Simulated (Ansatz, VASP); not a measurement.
# One calculation of BP, two programs

```
CELL_PARAMETERS angstrom
0.00000 2.13947 2.13947
2.13947 0.00000 2.13947
2.13947 2.13947 0.00000
ATOMIC_POSITIONS crystal
B 0.00000 0.00000 0.00000
P 0.25000 0.25000 0.25000
```

Alike in both runs: task single point; functional LDA; k mesh 10 × 10 × 10; no spin polarisation.

|  | VASP | Ansatz |
| --- | --- | --- |
| version | VASP 6.6.1 | Ansatz 0.2.0 |
| potentials or method | VASP PAW LDA potentials, release 64 (B, P), cutoff 500 eV | scalar-relativistic, plane waves, PAW |
| occupations | gaussian, width 0.01 eV | fixed |
| valence electrons in the cell | 8 | 8 |

```csv
,VASP,Ansatz,Ansatz less VASP
gap on the k mesh at the Fermi level (eV),0.96,0.96,+0.003
least direct gap on the mesh (eV),3.73,3.73,-0.002
```

LDA's correlation is that of Perdew and Zunger in VASP and of Perdew and Wang (1992) in Ansatz.
